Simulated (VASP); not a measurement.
# Al12Si in VASP: relaxation of the atoms with PBE

Aim: the relaxation of the atoms of Al12Si with PBE.

Everything below comes from runs of VASP 6.6.1. Logs are shortened: lines on timing, memory, paths and dates and some standing lists are left out, and cuts for length are marked.

## 1. The cell of the first run

The cell holds a slab with vacuum, 13 atoms: a = 5.714 Å, b = 5.714 Å, c = 19.675 Å, α = 90.00°, β = 90.00°, γ = 90.00°.

## 2. Relaxation of the atoms, PBE

Contents of INCAR:

```
SYSTEM = Al12Si
ALGO = Normal
DIPOL = 0.5 0.5 0.327
EDIFF = 1E-6
EDIFFG = -0.025
ENCUT = 520
GGA = PE
IBRION = 2
IDIPOL = 3
ISIF = 2
ISMEAR = 0
LASPH = .True.
LCHARG = .False.
LDIPOL = .True.
LREAL = .False.
LWAVE = .False.
NELM = 80
NSW = 36
PREC = Accurate
SIGMA = 0.1
```

Contents of KPOINTS:

```
k-points
0
Gamma
  5 5 1
  0 0 0
```

Contents of POSCAR:

```
Al12Si
1.0
    5.7143028096      0.0000000000      0.0000000000
    0.0000000000      5.7143028096      0.0000000000
    0.0000000000      0.0000000000     19.6750228547
Al Si
12 1
Selective dynamics
Direct
    0.2500000000      0.2500000000      0.2033034487  F F F
    0.2500000000      0.7500000000      0.2033034487  F F F
    0.7500000000      0.2500000000      0.2033034487  F F F
    0.7500000000      0.7500000000      0.2033034487  F F F
    0.0000000000      0.0000000000      0.3092772455  F F F
    0.0000000000      0.5000000000      0.3092772455  F F F
    0.5000000000      0.0000000000      0.3092772455  F F F
    0.5000000000      0.5000000000      0.3092772455  F F F
    0.2500000000      0.2500000000      0.4155025849  F F F
    0.2500000000      0.7500000000      0.4155025849  F F F
    0.7500000000      0.2500000000      0.4155025849  F F F
    0.7500000000      0.7500000000      0.4155025849  F F F
    0.2500000000      0.2500000000      0.5334185852  F F T
```

Potentials or basis: VASP PAW PBE potentials, release 64 (Al, Si).

Started as:

```bash
> cat potpaw_PBE.64/Al/POTCAR potpaw_PBE.64/Si/POTCAR > POTCAR
> mpirun -np 1 vasp_std > vasp.out
```

OUTCAR:

```text
SYSTEM = Al12Si
   EDIFF = 1E-6
   EDIFFG = -0.025
   ENCUT = 520
   GGA = PE
   IBRION = 2
   ISIF = 2
   ISMEAR = 0
   LASPH = .True.
   LREAL = .False.
   NELM = 80
   NSW = 36
   PREC = Accurate

 ion  position               nearest neighbor table
   1  0.250  0.250  0.203-   2 2.86   3 2.86   2 2.86   3 2.86   7 2.90   8 2.90   5 2.90   6 2.90

   2  0.250  0.750  0.203-   1 2.86   4 2.86   1 2.86   4 2.86   7 2.90   8 2.90   5 2.90   6 2.90

   3  0.750  0.250  0.203-   1 2.86   4 2.86   4 2.86   1 2.86   7 2.90   8 2.90   5 2.90   6 2.90
[... 15 lines left out ...]
  11  0.750  0.250  0.416-   9 2.86  12 2.86  12 2.86   9 2.86   5 2.91   6 2.91   7 2.91   8 2.91

  12  0.750  0.750  0.416-  10 2.86  11 2.86  11 2.86  10 2.86   5 2.91   6 2.91   7 2.91   8 2.91

  13  0.250  0.250  0.533-   9 2.32

  LATTYP: Found a simple tetragonal cell.
 ALAT       =     5.7143028096
 C/A-ratio  =     3.4431186989

  Lattice vectors:

 A1 = (   5.7143028096,   0.0000000000,   0.0000000000)
 A2 = (   0.0000000000,   5.7143028096,   0.0000000000)
 A3 = (   0.0000000000,   0.0000000000,  19.6750228547)

Analysis of symmetry for initial positions (statically):
=====================================================================
 Subroutine PRICEL returns:
 Original cell was already a primitive cell.

 Routine SETGRP: Setting up the symmetry group for a
 simple tetragonal supercell.

 Subroutine GETGRP returns: Found  8 space group operations
 (whereof  2 operations were pure point group operations)
 out of a pool of 16 trial point group operations.

The static configuration has the point symmetry C_1h.
 The point group associated with its full space group is C_4v.

Analysis of symmetry for dynamics (positions and initial velocities):
=====================================================================
 Subroutine PRICEL returns:
 Original cell was already a primitive cell.

 Routine SETGRP: Setting up the symmetry group for a
 simple tetragonal supercell.

 Subroutine GETGRP returns: Found  8 space group operations
 (whereof  2 operations were pure point group operations)
 out of a pool of 16 trial point group operations.

The dynamic configuration has the point symmetry C_1h.
 The point group associated with its full space group is C_4v.

Analysis of constrained symmetry for selective dynamics:
=====================================================================
 Subroutine PRICEL returns:
 Original cell was already a primitive cell.

 Routine SETGRP: Setting up the symmetry group for a
 simple tetragonal supercell.

 Subroutine GETGRP returns: Found  8 space group operations
 (whereof  2 operations were pure point group operations)
 out of a pool of 16 trial point group operations.

The constrained configuration has the point symmetry C_1h.
 The point group associated with its full space group is C_4v.

 Subroutine INISYM returns: Found  8 space group operations
 (whereof  2 operations are pure point group operations),
 and found     1 'primitive' translations

----------------------------------------------------------------------------------------

                                     Primitive cell

  volume of cell :     642.4536

  direct lattice vectors                    reciprocal lattice vectors
     5.714302810  0.000000000  0.000000000     0.174999476  0.000000000  0.000000000
     0.000000000  5.714302810  0.000000000     0.000000000  0.174999476  0.000000000
     0.000000000  0.000000000 19.675022855     0.000000000  0.000000000  0.050825862

  length of vectors
     5.714302810  5.714302810 19.675022855     0.174999476  0.174999476  0.050825862

  position of ions in fractional coordinates (direct lattice)
     0.250000000  0.250000000  0.203303449
     0.250000000  0.750000000  0.203303449
     0.750000000  0.250000000  0.203303449
     0.750000000  0.750000000  0.203303449
     0.000000000  0.000000000  0.309277245
     0.000000000  0.500000000  0.309277245
     0.500000000  0.000000000  0.309277245
     0.500000000  0.500000000  0.309277245
     0.250000000  0.250000000  0.415502585
     0.250000000  0.750000000  0.415502585
     0.750000000  0.250000000  0.415502585
     0.750000000  0.750000000  0.415502585
     0.250000000  0.250000000  0.533418585

  ion indices of the primitive-cell ions
   primitive index   ion index
                 1           1
                 2           2
                 3           3
                 4           4
                 5           5
                 6           6
                 7           7
                 8           8
                 9           9
                10          10
                11          11
                12          12
                13          13

----------------------------------------------------------------------------------------

 KPOINTS: k-points

Automatic generation of k-mesh.
 Grid dimensions read from file:
 generate k-points for:    5    5    1

 Generating k-lattice:

  Cartesian coordinates                     Fractional coordinates (reciprocal lattice)
     0.034999895  0.000000000  0.000000000     0.200000000  0.000000000  0.000000000
     0.000000000  0.034999895  0.000000000     0.000000000  0.200000000  0.000000000
     0.000000000  0.000000000  0.050825862     0.000000000  0.000000000  1.000000000

  Length of vectors
     0.034999895  0.034999895  0.050825862

  Shift w.r.t. Gamma in fractional coordinates (k-lattice)
     0.000000000  0.000000000  0.000000000

 Subroutine IBZKPT returns following result:
 ===========================================

 Found      6 irreducible k-points:

 Following reciprocal coordinates:
            Coordinates               Weight
  0.000000  0.000000  0.000000      1.000000
  0.200000  0.000000  0.000000      4.000000
  0.400000  0.000000  0.000000      4.000000
  0.200000  0.200000  0.000000      4.000000
  0.400000  0.200000  0.000000      8.000000
  0.400000  0.400000  0.000000      4.000000
   k-points           NKPTS =      6   k-points in BZ     NKDIM =      6   number of bands    NBANDS=     27
   number of dos      NEDOS =    301   number of ions     NIONS =     13
   total plane-waves  NPLWV = 264600
   dimension x,y,z NGX =    42 NGY =   42 NGZ =  150
   dimension x,y,z NGXF=    84 NGYF=   84 NGZF=  300
   ions per type =              12   1
   NGX,Y,Z   is equivalent  to a cutoff of  12.22, 12.22, 12.67 a.u.
   NGXF,Y,Z  is equivalent  to a cutoff of  24.44, 24.44, 25.35 a.u.
 SYSTEM =  Al12Si
   PREC   = accura    normal or accurate (medium, high low for compatibility)
   ISTART =      0    job   : 0-new  1-cont  2-samecut
   ICHARG =      2    charge: 1-file 2-atom 10-const
   ISPIN  =      1    spin polarized calculation?
   LNONCOLLINEAR =      F non collinear calculations
   LSORBIT =      F    spin-orbit coupling
   LASPH  =      T    aspherical Exc in radial PAW
   ENCUT  =  520.0 eV  38.22 Ry    6.18 a.u.  10.62 10.62 36.58*2*pi/ulx,y,z
   NELM   =     80;   NELMIN=  2; NELMDL= -5     # of ELM steps
   EDIFF  = 0.1E-05   stopping-criterion for ELM
   LREAL  =      F    real-space projection
   EDIFFG = -.3E-01   stopping-criterion for IOM
   NSW    =     36    number of steps for IOM
   IBRION =      2    ionic relax: 0-MD 1-quasi-New 2-CG
   NFREE  =      1    steps in history (QN), initial steepest desc. (CG)
   ISIF   =      2    stress and relaxation
   ISYM   =      2    0-nonsym 1-usesym 2-fastsym
   POTIM  = 0.5000    time-step for ionic-motion
   TEBEG  =    0.0;   TEEND  =   0.0 temperature during run
   PSTRESS=    0.0 pullay stress
   NELECT =      40.0000    total number of electrons
   NUPDOWN=      -1.0000    fix difference up-down
   EMIN   =  10.00;   EMAX   =-10.00  energy-range for DOS
   EFERMI =   0.00;   METHOD = LEGACY
   ISMEAR =     0;   SIGMA  =   0.10  broadening in eV -4-tet -1-fermi 0-gaus
   EFERMI_NEDOS =   21; number of points for ismear=-14 and -15
   IALGO  =     38    algorithm
   IMIX   =      4    mixing-type and parameters
     AMIX     =   0.40;   BMIX     =  1.00
     AMIX_MAG =   1.60;   BMIX_MAG =  1.00
  volume/ion in A,a.u.               =      49.42       333.50
  Fermi-wavevector in a.u.,A,eV,Ry     =   0.648855  1.226158  5.728225  0.421013
  Thomas-Fermi vector in A             =   1.717622
   LORBIT       =      0    0 simple, 1 ext, 2 COOP (PROOUT), +10 PAW based schemes
   GGA     = PE    functional components
   LHFCALC =     F    Hartree Fock is set to
   AEXX    =    0.0000 exact exchange contribution
   IVDW    =     0    specifies the selected vdW correction
   LEPSILON=     F    determine dielectric tensor
   LRPA    =     F    only Hartree local field effects (RPA)
 conjugate gradient relaxation of ions
 non-spin polarized calculation
 Gauss-broadening in eV      SIGMA  =   0.10
  energy-cutoff  :      520.00
  volume of cell :      642.45
 maximum number of plane-waves:     17320
   NGX = 21   NGY = 21   NGZ = 73

 dipolmoment           0.000000      0.000000     -0.006165 electrons x Angstroem

--------------------------------------- Ionic step        1  -------------------------------------------

 number of electron      39.9999999 magnetization

 Free energy of the ion-electron system (eV)
  ---------------------------------------------------
  ext. energy  EPLUGINS =         0.00000000
  ---------------------------------------------------
  free energy    TOTEN  =       -44.70537197 eV

  energy without entropy =      -44.68271605  energy(sigma->0) =      -44.69404401

------------------------ aborting loop because EDIFF is reached ----------------------------------------

  FORCE on cell =-STRESS in cart. coord.  units (eV):
  Direction    XX          YY          ZZ          XY          YZ          ZX
  --------------------------------------------------------------------------------------
  -------------------------------------------------------------------------------------
  Total       -8.7161027     -8.7161027     -0.2358633      0.0000000     -0.0000000      0.0000000
  in kB      -21.7365781    -21.7365781     -0.5882058      0.0000000     -0.0000000      0.0000000
  external PRESSURE =     -14.6871206 kB  Pullay stress =       0.0000000 kB
[... 81 lines left out ...]
--------------------------------------- Ionic step        3  -------------------------------------------

 number of electron      39.9999999 magnetization

 dipolmoment           0.000000      0.000000      0.067675 electrons x Angstroem

 Free energy of the ion-electron system (eV)
  ---------------------------------------------------
  ext. energy  EPLUGINS =         0.00000000
  ---------------------------------------------------
  free energy    TOTEN  =       -44.70602832 eV

  energy without entropy =      -44.68299541  energy(sigma->0) =      -44.69451186

 E-fermi :  -0.3254     XC(G=0):  -4.6110

 val. band max:       -0.3376103942   @ k =   0.2000   0.2000   0.0000
 cond. band min:      -0.3012062028   @ k =   0.0000   0.0000   0.0000
 fundamental gap:      0.0364041914
 Fermi energy:        -0.3254173344

 k-point     1 :       0.0000    0.0000    0.0000
  band No.  band energies     occupation
      1     -10.4279      2.00000
      2      -8.5529      2.00000
      3      -7.1783      2.00000
      4      -6.0167      2.00000
      5      -5.9574      2.00000
      6      -5.9050      2.00000
[... 169 lines left out ...]
     26       1.3352      0.00000
     27       1.4892      0.00000

------------------------ aborting loop because EDIFF is reached ----------------------------------------

 vacuum level on the upper side and lower side of the slab       (xc-potential included)         0.069        -0.210

  FORCE on cell =-STRESS in cart. coord.  units (eV):
  Direction    XX          YY          ZZ          XY          YZ          ZX
  --------------------------------------------------------------------------------------
  -------------------------------------------------------------------------------------
  Total       -8.6936881     -8.6936881     -0.5286622      0.0000000      0.0000000      0.0000000
  in kB      -21.6806797    -21.6806797     -1.3183998      0.0000000      0.0000000      0.0000000
  external PRESSURE =     -14.8932531 kB  Pullay stress =       0.0000000 kB
[... 28 lines left out ...]
  FREE ENERGIE OF THE ION-ELECTRON SYSTEM (eV)
  ---------------------------------------------------
  free  energy   TOTEN  =       -44.7060283189 eV

  energy  without entropy=      -44.6829954091  energy(sigma->0) =      -44.69451186

 reached required accuracy - stopping structural energy minimisation

 vacuum level on the upper side and lower side of the slab         4.312         4.030
```

It took 2.5 min on 1 thread of AMD EPYC 9R45 (Zen 5), shared host; peak memory 0.61 GiB.

What came out:

```yaml
Free_energy: -44.7060 eV
Energy_gained_by_relaxing: 0.1 meV/atom
Ionic_steps: 3
Band_gap_on_the_k_mesh: zero (bands 20 and 21 overlap by 0.84 eV)
```

The path:
```csv
step,energy change (eV),largest force on free atoms (eV/Å),pressure (GPa)
1,0.0000,0.1180,-1.47
2,-0.0005,0.0578,-1.48
3,-0.0007,0.0012,-1.49
```

Final structure:
```yaml
crystal:
  lattice:
    - [5.71430, 0.00000, 0.00000]
    - [0.00000, 5.71430, 0.00000]
    - [0.00000, 0.00000, 19.67502]
  atoms:
    - { symbol: Al, position: [0.25000, 0.25000, 0.20330] }
    - { symbol: Al, position: [0.25000, 0.75000, 0.20330] }
    - { symbol: Al, position: [0.75000, 0.25000, 0.20330] }
    - { symbol: Al, position: [0.75000, 0.75000, 0.20330] }
    - { symbol: Al, position: [0.00000, 0.00000, 0.30928] }
    - { symbol: Al, position: [0.00000, 0.50000, 0.30928] }
    - { symbol: Al, position: [0.50000, 0.00000, 0.30928] }
    - { symbol: Al, position: [0.50000, 0.50000, 0.30928] }
    - { symbol: Al, position: [0.25000, 0.25000, 0.41550] }
    - { symbol: Al, position: [0.25000, 0.75000, 0.41550] }
    - { symbol: Al, position: [0.75000, 0.25000, 0.41550] }
    - { symbol: Al, position: [0.75000, 0.75000, 0.41550] }
    - { symbol: Si, position: [0.25000, 0.25000, 0.53399] }
```

The gap in the log of VASP goes by the Fermi energy; the results here count the filled bands.